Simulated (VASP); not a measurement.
Set up this calculation in VASP 6.6.1, as the native input.

| Item | Value |
| --- | --- |
| Task | single point |
| Functional | PBE |
| Potentials or basis | VASP PAW PBE potentials, release 64 (Ta_pv, Al) |
| Cutoff | 520 eV |
| k mesh | 4 × 4 × 4 |
| Occupations | gaussian, width 0.1 eV |
| Spin | no spin polarisation |
| Dipole correction | no |
| Further INCAR settings | ALGO = Normal; EDIFF = 1e-07; NBANDS = 34 |

The structure of TaAl4 lies in POSCAR:

```
TaAl4
1.0
    5.5723754400      0.0000000000      0.0000000000
    0.0000000000      5.5723754400      0.0000000000
    0.0000000000      0.0000000000      5.0366764200
Ta Al
2 8
Direct
    0.5000000000      0.5000000000      0.0000000000
    0.0000000000      0.0000000000      0.0000000000
    0.6738500600      0.8261499400      0.2517777400
    0.8261499400      0.3261499400      0.2517777400
    0.1738500600      0.3261499400      0.7482222600
    0.8261499400      0.6738500600      0.7482222600
    0.6738500600      0.1738500600      0.7482222600
    0.3261499400      0.8261499400      0.7482222600
    0.3261499400      0.1738500600      0.2517777400
    0.1738500600      0.6738500600      0.2517777400
```

The input as run:

INCAR

```
PREC = Accurate
ENCUT = 520
EDIFF = 1E-7
ISMEAR = 0
SIGMA = 0.1
LREAL = False
LASPH = True
NELM = 60
ALGO = Normal
ISIF = 2
LWAVE = False
LCHARG = True
GGA = PE
LELF = True
LVHAR = True
NBANDS = 34
```

KPOINTS

```
Automatic mesh
0
Gamma
  4 4 4
```

Potentials or basis: VASP PAW PBE potentials, release 64 (Ta_pv, Al).

Launch:

```sh
$ cat potpaw_PBE.64/Ta_pv/POTCAR potpaw_PBE.64/Al/POTCAR > POTCAR
$ mpirun -np 1 vasp_std > vasp.out
```

It gave:

- Pressure: 32.7 GPa
- Largest force: 2.890 eV/Å
- Band gap on the k mesh: zero (band 23 reaches 8.51 eV, above the bottom of band 24 at 7.43 eV)

Caveat: spin-orbit coupling is left out, which moves the levels of the heavy elements; forces of over 1 eV/Å act on the atoms, so gaps and moduli don't describe the material at rest.

Run time: 41 s on 1 thread of Intel(R) Xeon(R) 6975P-C (Granite Rapids), with other jobs on the host, peak memory 0.28 GiB.
